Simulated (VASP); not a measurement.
# AlN (F-43m) in VASP: a series of runs

The runs below take AlN through single point, with PBE.

All numbers are computed with VASP 6.6.1; they aren't measurements. Logs are shortened: lines on timing, memory, paths and dates and some standing lists are left out, and cuts for length are marked.

## (1) The cell of the first run

Symmetry: F-43m, No. 216, cubic system. The conventional cell has a = 4.368 Å, b = 4.368 Å, c = 4.368 Å, α = 90.00°, β = 90.00°, γ = 90.00°. Al (site symmetry -43m) has 4 N at 1.89 Å within 2.5 Å. N (site symmetry -43m) has 4 Al at 1.89 Å within 2.5 Å.

## (2) Single point, PBE

INCAR

```
PREC = Accurate
ENCUT = 520
EDIFF = 1E-6
ISMEAR = 0
SIGMA = 0.017
LREAL = False
LASPH = True
NELM = 100
ALGO = Normal
ISIF = 2
LWAVE = False
LCHARG = False
GGA = PE
NBANDS = 11
```

KPOINTS

```
Automatic mesh
0
Gamma
  10 10 10
```

POSCAR

```
AlN
1.0
    0.0000000000      2.1839935596      2.1839935596
    2.1839935596      0.0000000000      2.1839935596
    2.1839935596      2.1839935596      0.0000000000
Al N
1 1
Direct
    0.0000000000      0.0000000000      0.0000000000
    0.2500000000      0.2500000000      0.2500000000
```

Potentials or basis: VASP PAW PBE potentials, release 64 (Al, N).

The run is started by

```
cat potpaw_PBE.64/Al/POTCAR potpaw_PBE.64/N/POTCAR > POTCAR
mpirun -np 1 vasp_std > vasp.out
```

OUTCAR:

```text
PREC = Accurate
   ENCUT = 520
   EDIFF = 1E-6
   ISMEAR = 0
   LREAL = False
   LASPH = True
   NELM = 100
   ISIF = 2
   GGA = PE

 ion  position               nearest neighbor table
   1  0.000  0.000  0.000-   2 1.89   2 1.89   2 1.89   2 1.89
   2  0.250  0.250  0.250-   1 1.89   1 1.89   1 1.89   1 1.89

  LATTYP: Found a face centered cubic cell.
 ALAT       =     4.3679871192

  Lattice vectors:

 A1 = (   0.0000000000,   2.1839935596,   2.1839935596)
 A2 = (   2.1839935596,   0.0000000000,   2.1839935596)
 A3 = (   2.1839935596,   2.1839935596,   0.0000000000)

Analysis of symmetry for initial positions (statically):
=====================================================================
 Subroutine PRICEL returns:
 Original cell was already a primitive cell.

 Routine SETGRP: Setting up the symmetry group for a
 face centered cubic supercell.

 Subroutine GETGRP returns: Found 24 space group operations
 (whereof 24 operations were pure point group operations)
 out of a pool of 48 trial point group operations.

The static configuration has the point symmetry T_d .

Analysis of symmetry for dynamics (positions and initial velocities):
=====================================================================
 Subroutine PRICEL returns:
 Original cell was already a primitive cell.

 Routine SETGRP: Setting up the symmetry group for a
 face centered cubic supercell.

 Subroutine GETGRP returns: Found 24 space group operations
 (whereof 24 operations were pure point group operations)
 out of a pool of 48 trial point group operations.

The dynamic configuration has the point symmetry T_d .

 Subroutine INISYM returns: Found 24 space group operations
 (whereof 24 operations are pure point group operations),
 and found     1 'primitive' translations

----------------------------------------------------------------------------------------

                                     Primitive cell

  volume of cell :      20.8345

  direct lattice vectors                    reciprocal lattice vectors
     0.000000000  2.183993560  2.183993560    -0.228938404  0.228938404  0.228938404
     2.183993560  0.000000000  2.183993560     0.228938404 -0.228938404  0.228938404
     2.183993560  2.183993560  0.000000000     0.228938404  0.228938404 -0.228938404

  length of vectors
     3.088633312  3.088633312  3.088633312     0.396532948  0.396532948  0.396532948

  position of ions in fractional coordinates (direct lattice)
     0.000000000  0.000000000  0.000000000
     0.250000000  0.250000000  0.250000000

  ion indices of the primitive-cell ions
   primitive index   ion index
                 1           1
                 2           2

----------------------------------------------------------------------------------------

 KPOINTS: Automatic mesh

Automatic generation of k-mesh.
 Grid dimensions read from file:
 generate k-points for:   10   10   10

 Generating k-lattice:

  Cartesian coordinates                     Fractional coordinates (reciprocal lattice)
    -0.022893840  0.022893840  0.022893840     0.100000000  0.000000000  0.000000000
     0.022893840 -0.022893840  0.022893840     0.000000000  0.100000000  0.000000000
     0.022893840  0.022893840 -0.022893840     0.000000000  0.000000000  0.100000000

  Length of vectors
     0.039653295  0.039653295  0.039653295

  Shift w.r.t. Gamma in fractional coordinates (k-lattice)
     0.000000000  0.000000000  0.000000000

 Subroutine IBZKPT returns following result:
 ===========================================

 Found     47 irreducible k-points:

 Following reciprocal coordinates:
            Coordinates               Weight
  0.000000  0.000000  0.000000      1.000000
  0.100000  0.000000  0.000000      8.000000
  0.200000  0.000000  0.000000      8.000000
  0.300000  0.000000  0.000000      8.000000
  0.400000  0.000000  0.000000      8.000000
  0.500000  0.000000  0.000000      4.000000
[... 16 lines left out ...]
  0.300000  0.300000  0.000000      6.000000
  0.400000  0.300000  0.000000     24.000000
 [... further k-points ...]
   k-points           NKPTS =     47   k-points in BZ     NKDIM =     47   number of bands    NBANDS=     11
   number of dos      NEDOS =    301   number of ions     NIONS =      2
   total plane-waves  NPLWV =  13824
   dimension x,y,z NGX =    24 NGY =   24 NGZ =   24
   dimension x,y,z NGXF=    48 NGYF=   48 NGZF=   48
   ions per type =               1   1
   NGX,Y,Z   is equivalent  to a cutoff of  12.92, 12.92, 12.92 a.u.
   NGXF,Y,Z  is equivalent  to a cutoff of  25.84, 25.84, 25.84 a.u.
 SYSTEM =  unknown system
   PREC   = accura    normal or accurate (medium, high low for compatibility)
   ISTART =      0    job   : 0-new  1-cont  2-samecut
   ICHARG =      2    charge: 1-file 2-atom 10-const
   ISPIN  =      1    spin polarized calculation?
   LNONCOLLINEAR =      F non collinear calculations
   LSORBIT =      F    spin-orbit coupling
   LASPH  =      T    aspherical Exc in radial PAW
   ENCUT  =  520.0 eV  38.22 Ry    6.18 a.u.   5.74  5.74  5.74*2*pi/ulx,y,z
   NELM   =    100;   NELMIN=  2; NELMDL= -5     # of ELM steps
   EDIFF  = 0.1E-05   stopping-criterion for ELM
   LREAL  =      F    real-space projection
   EDIFFG = 0.1E-04   stopping-criterion for IOM
   NSW    =      0    number of steps for IOM
   IBRION =     -1    ionic relax: 0-MD 1-quasi-New 2-CG
   NFREE  =      0    steps in history (QN), initial steepest desc. (CG)
   ISIF   =      2    stress and relaxation
   ISYM   =      2    0-nonsym 1-usesym 2-fastsym
   POTIM  = 0.5000    time-step for ionic-motion
   TEBEG  =    0.0;   TEEND  =   0.0 temperature during run
   PSTRESS=    0.0 pullay stress
   NELECT =       8.0000    total number of electrons
   NUPDOWN=      -1.0000    fix difference up-down
   EMIN   =  10.00;   EMAX   =-10.00  energy-range for DOS
   EFERMI =   0.00;   METHOD = LEGACY
   ISMEAR =     0;   SIGMA  =   0.02  broadening in eV -4-tet -1-fermi 0-gaus
   EFERMI_NEDOS =   21; number of points for ismear=-14 and -15
   IALGO  =     38    algorithm
   IMIX   =      4    mixing-type and parameters
     AMIX     =   0.40;   BMIX     =  1.00
     AMIX_MAG =   1.60;   BMIX_MAG =  1.00
  volume/ion in A,a.u.               =      10.42        70.30
  Fermi-wavevector in a.u.,A,eV,Ry     =   1.189899  2.248583 19.263943  1.415860
  Thomas-Fermi vector in A             =   2.325996
   LORBIT       =      0    0 simple, 1 ext, 2 COOP (PROOUT), +10 PAW based schemes
   GGA     = PE    functional components
   LHFCALC =     F    Hartree Fock is set to
   AEXX    =    0.0000 exact exchange contribution
   IVDW    =     0    specifies the selected vdW correction
   LEPSILON=     F    determine dielectric tensor
   LRPA    =     F    only Hartree local field effects (RPA)
 non-spin polarized calculation
 Gauss-broadening in eV      SIGMA  =   0.02
  energy-cutoff  :      520.00
  volume of cell :       20.83
 maximum number of plane-waves:       571
   NGX = 11   NGY = 11   NGZ = 11

 number of electron       8.0000000 magnetization

 Free energy of the ion-electron system (eV)
  ---------------------------------------------------
  ext. energy  EPLUGINS =         0.00000000
  ---------------------------------------------------
  free energy    TOTEN  =       -14.84044915 eV

  energy without entropy =      -14.84044915  energy(sigma->0) =      -14.84044915

 E-fermi :   6.1218     XC(G=0): -10.9337

 val. band max:        5.9700078204   @ k =   0.0000   0.0000   0.0000
 cond. band min:       9.2877574328   @ k =   0.5000   0.5000   0.0000
 fundamental gap:      3.3177496124
 Fermi energy:         6.1218373499

 k-point     1 :       0.0000    0.0000    0.0000
  band No.  band energies     occupation
      1      -9.0107      2.00000
      2       5.9700      2.00000
      3       5.9700      2.00000
      4       5.9700      2.00000
      5      10.1659      0.00000
      6      18.5304      0.00000
      7      18.5304      0.00000
      8      18.5304      0.00000
      9      23.6587      0.00000
     10      23.6587      0.00000
     11      25.0606      0.00000

 k-point     2 :       0.1000    0.0000    0.0000
  band No.  band energies     occupation
      1      -8.8643      2.00000
      2       5.1589      2.00000
      3       5.9184      2.00000
      4       5.9184      2.00000
      5      10.8264      0.00000
      6      18.1418      0.00000
      7      18.6642      0.00000
      8      18.6642      0.00000
      9      22.4023      0.00000
     10      22.4023      0.00000
     11      24.2720      0.00000

 k-point     3 :       0.2000    0.0000    0.0000
  band No.  band energies     occupation
      1      -8.4479      2.00000
      2       3.5547      2.00000
      3       5.7897      2.00000
      4       5.7898      2.00000
      5      11.9510      0.00000
      6      17.3408      0.00000
      7      18.5942      0.00000
      8      18.5942      0.00000
      9      21.8709      0.00000
     10      21.8709      0.00000
     11      23.4021      0.00000

 k-point     4 :       0.3000    0.0000    0.0000
  band No.  band energies     occupation
      1      -7.8427      2.00000
      2       1.9095      2.00000
      3       5.6423      2.00000
      4       5.6423      2.00000
      5      12.7944      0.00000
      6      16.5810      0.00000
      7      17.9334      0.00000
      8      17.9334      0.00000
      9      22.9299      0.00000
     10      22.9299      0.00000
     11      23.2134      0.00000
[... 239 lines left out ...]
 k-point    22 :      -0.2000    0.2000    0.0000
  band No.  band energies     occupation
      1      -7.6439      2.00000
      2       2.2126      2.00000
      3       4.2802      2.00000
      4       5.7160      2.00000
      5      13.5310      0.00000
      6      15.9286      0.00000
      7      17.3716      0.00000
      8      18.4727      0.00000
      9      20.9470      0.00000
     10      24.4163      0.00000
     11      27.3298      0.00000

 k-point    23 :       0.3000    0.3000    0.0000
  band No.  band energies     occupation
      1      -7.4667      2.00000
      2       2.4554      2.00000
      3       4.7310      2.00000
      4       4.7310      2.00000
      5      11.3000      0.00000
      6      15.6729      0.00000
      7      17.8534      0.00000
      8      20.4723      0.00000
      9      20.4723      0.00000
     10      26.3556      0.00000
     11      29.7456      0.00000

 k-point    24 :       0.4000    0.3000    0.0000
  band No.  band energies     occupation
      1      -7.0039      2.00000
      2       1.8217      2.00000
      3       4.2689      2.00000
      4       4.5674      2.00000
      5      10.8859      0.00000
      6      15.5056      0.00000
      7      18.2228      0.00000
      8      20.5588      0.00000
      9      21.0687      0.00000
     10      27.2834      0.00000
     11      29.5348      0.00000

 [... further k-points ...]

------------------------ aborting loop because EDIFF is reached ----------------------------------------

  FORCE on cell =-STRESS in cart. coord.  units (eV):
  Direction    XX          YY          ZZ          XY          YZ          ZX
  --------------------------------------------------------------------------------------
  -------------------------------------------------------------------------------------
  Total        0.5961647      0.5961647      0.5961647      0.0000000      0.0000000      0.0000000
  in kB       45.8450834     45.8450834     45.8450834      0.0000000      0.0000000      0.0000000
  external PRESSURE =      45.8450834 kB  Pullay stress =       0.0000000 kB

 VOLUME and BASIS-vectors are now :
 -----------------------------------------------------------------------------
  energy-cutoff  :      520.00
  volume of cell :       20.83
      direct lattice vectors                 reciprocal lattice vectors
     0.000000000  2.183993560  2.183993560    -0.228938404  0.228938404  0.228938404
     2.183993560  0.000000000  2.183993560     0.228938404 -0.228938404  0.228938404
     2.183993560  2.183993560  0.000000000     0.228938404  0.228938404 -0.228938404

 POSITION                                       TOTAL-FORCE (eV/Angst)
 -----------------------------------------------------------------------------------
      0.00000      0.00000      0.00000         0.000000      0.000000      0.000000
      1.09200      1.09200      1.09200        -0.000000     -0.000000     -0.000000
 -----------------------------------------------------------------------------------
    total drift:                                0.000000      0.000000      0.000000

  FREE ENERGIE OF THE ION-ELECTRON SYSTEM (eV)
  ---------------------------------------------------
  free  energy   TOTEN  =       -14.8404491513 eV

  energy  without entropy=      -14.8404491513  energy(sigma->0) =      -14.84044915
```

It took 8.1 s on 1 thread of AMD EPYC 7R43 (Zen 3), shared host; peak memory 0.1 GiB.

What came out:

```yaml
Free_energy: -14.8404 eV
Pressure: 4.6 GPa
Band_gap_on_the_k_mesh: 3.32 eV, indirect (least direct gap 4.20 eV)
```

## (3) Single point, PBE

INCAR

```
PREC = Accurate ; ENCUT = 520
EDIFF = 1E-6 ; ISMEAR = 0
SIGMA = 0.02 ; LREAL = F
LASPH = T ; NELM = 80
ALGO = Normal ; ISIF = 2
LWAVE = F ; LCHARG = F
GGA = PE ; NBANDS = 11
```

KPOINTS is that of step 2.

POSCAR is that of step 2.

Potentials or basis: VASP PAW PBE potentials, release 64 (Al, N).

The run is started by

```
cat potpaw_PBE.64/Al/POTCAR potpaw_PBE.64/N/POTCAR > POTCAR
mpirun -np 1 vasp_std > vasp.out
```

Wall time 8.3 s (1 thread of AMD EPYC 7R43 (Zen 3), shared host); peak memory 0.1 GiB.

The run converged. Its results:

```
Free energy            : -14.8404 eV
Pressure               : 4.6 GPa
Band gap on the k mesh : 3.32 eV, indirect (least direct gap 4.20 eV)
```

Levels at points of the mesh, in eV from the valence-band top:
```tsv
k point	band 2	band 3	band 4	band 5	band 6	band 7
(0.00, 0.00, 0.00)	0.00	0.00	0.00	4.20	12.56	12.56
(0.50, 0.00, 0.00)	-5.85	-0.48	-0.48	7.38	9.86	11.15
(0.50, 0.50, 0.00)	-4.90	-1.77	-1.77	3.32	8.62	13.96
```

A k mesh can miss the band edges. As with any semilocal functional, this PBE gap is likely too small.

## (4) Single point, PBE

INCAR

```
SYSTEM = AlN
PREC = Accurate ; ENCUT = 520
EDIFF = 1E-6 ; ISMEAR = 0
SIGMA = 0.015 ; LREAL = .FALSE.
LASPH = .TRUE. ; NELM = 100
ALGO = Normal ; ISIF = 2
LWAVE = .FALSE. ; LCHARG = .FALSE.
GGA = PE ; NBANDS = 11
```

KPOINTS

```
Automatic mesh
0
G
  10 10 10
  0 0 0
```

POSCAR is that of step 3.

Potentials or basis: VASP PAW PBE potentials, release 64 (Al, N).

The run is started by

```
cat potpaw_PBE.64/Al/POTCAR potpaw_PBE.64/N/POTCAR > POTCAR
mpirun -np 1 vasp_std > vasp.out
```

OUTCAR:

```text
SYSTEM = AlN
   PREC = Accurate
   ENCUT = 520
   EDIFF = 1E-6
   ISMEAR = 0
   LREAL = .FALSE.
   LASPH = .TRUE.
   NELM = 100
   ISIF = 2
   GGA = PE

 ion  position               nearest neighbor table
   1  0.000  0.000  0.000-   2 1.89   2 1.89   2 1.89   2 1.89
   2  0.250  0.250  0.250-   1 1.89   1 1.89   1 1.89   1 1.89

  LATTYP: Found a face centered cubic cell.
 ALAT       =     4.3679871192

  Lattice vectors:

 A1 = (   0.0000000000,   2.1839935596,   2.1839935596)
 A2 = (   2.1839935596,   0.0000000000,   2.1839935596)
 A3 = (   2.1839935596,   2.1839935596,   0.0000000000)

Analysis of symmetry for initial positions (statically):
=====================================================================
 Subroutine PRICEL returns:
 Original cell was already a primitive cell.

 Routine SETGRP: Setting up the symmetry group for a
 face centered cubic supercell.

 Subroutine GETGRP returns: Found 24 space group operations
 (whereof 24 operations were pure point group operations)
 out of a pool of 48 trial point group operations.

The static configuration has the point symmetry T_d .

Analysis of symmetry for dynamics (positions and initial velocities):
[... 171 lines left out ...]
      4       5.9700      2.00000
      5      10.1659      0.00000
      6      18.5304      0.00000
      7      18.5304      0.00000
      8      18.5304      0.00000
      9      23.6587      0.00000
     10      23.6587      0.00000
     11      25.0606      0.00000
[... 309 lines left out ...]
 k-point    24 :       0.4000    0.3000    0.0000
  band No.  band energies     occupation
      1      -7.0039      2.00000
      2       1.8217      2.00000
      3       4.2689      2.00000
      4       4.5674      2.00000
      5      10.8859      0.00000
      6      15.5056      0.00000
      7      18.2228      0.00000
      8      20.5588      0.00000
      9      21.0687      0.00000
     10      27.2834      0.00000
     11      29.5348      0.00000

 [... further k-points ...]

------------------------ aborting loop because EDIFF is reached ----------------------------------------

  FORCE on cell =-STRESS in cart. coord.  units (eV):
  Direction    XX          YY          ZZ          XY          YZ          ZX
  --------------------------------------------------------------------------------------
  -------------------------------------------------------------------------------------
  Total        0.5961647      0.5961647      0.5961647      0.0000000      0.0000000      0.0000000
  in kB       45.8450834     45.8450834     45.8450834      0.0000000      0.0000000      0.0000000
  external PRESSURE =      45.8450834 kB  Pullay stress =       0.0000000 kB

 VOLUME and BASIS-vectors are now :
 -----------------------------------------------------------------------------
  energy-cutoff  :      520.00
  volume of cell :       20.83
      direct lattice vectors                 reciprocal lattice vectors
     0.000000000  2.183993560  2.183993560    -0.228938404  0.228938404  0.228938404
     2.183993560  0.000000000  2.183993560     0.228938404 -0.228938404  0.228938404
     2.183993560  2.183993560  0.000000000     0.228938404  0.228938404 -0.228938404

 POSITION                                       TOTAL-FORCE (eV/Angst)
 -----------------------------------------------------------------------------------
      0.00000      0.00000      0.00000         0.000000      0.000000      0.000000
      1.09200      1.09200      1.09200        -0.000000     -0.000000     -0.000000
 -----------------------------------------------------------------------------------
    total drift:                                0.000000      0.000000      0.000000

  FREE ENERGIE OF THE ION-ELECTRON SYSTEM (eV)
  ---------------------------------------------------
  free  energy   TOTEN  =       -14.8404491513 eV

  energy  without entropy=      -14.8404491513  energy(sigma->0) =      -14.84044915
```

Wall time 8.6 s (1 thread of AMD EPYC 7R43 (Zen 3), shared host); peak memory 0.1 GiB.

What came out:

* Free energy: -14.8404 eV
* Pressure: 4.6 GPa
* Band gap on the k mesh: 3.32 eV, indirect (least direct gap 4.20 eV)

A k mesh can miss the band edges. A hybrid or GW would open this gap; PBE tends to underestimate it.

## (5) Overview

```tsv
smearing	gap on the mesh (eV)	pressure (GPa)
gaussian 0.017 eV	3.32	4.6
gaussian 0.02 eV	3.32	4.6
gaussian 0.015 eV	3.32	4.6
```

Alike in all rows: task single point; level PBE; potentials or basis VASP PAW PBE potentials, release 64 (Al, N); no spin polarisation; cell as given; k mesh 10 × 10 × 10; cutoff (eV) 520.

On the cell as given the gap runs from 3.32 eV (PBE) to 3.32 eV (PBE).

Total energies depend on the potentials used, so only differences within one code and one set of settings carry meaning.
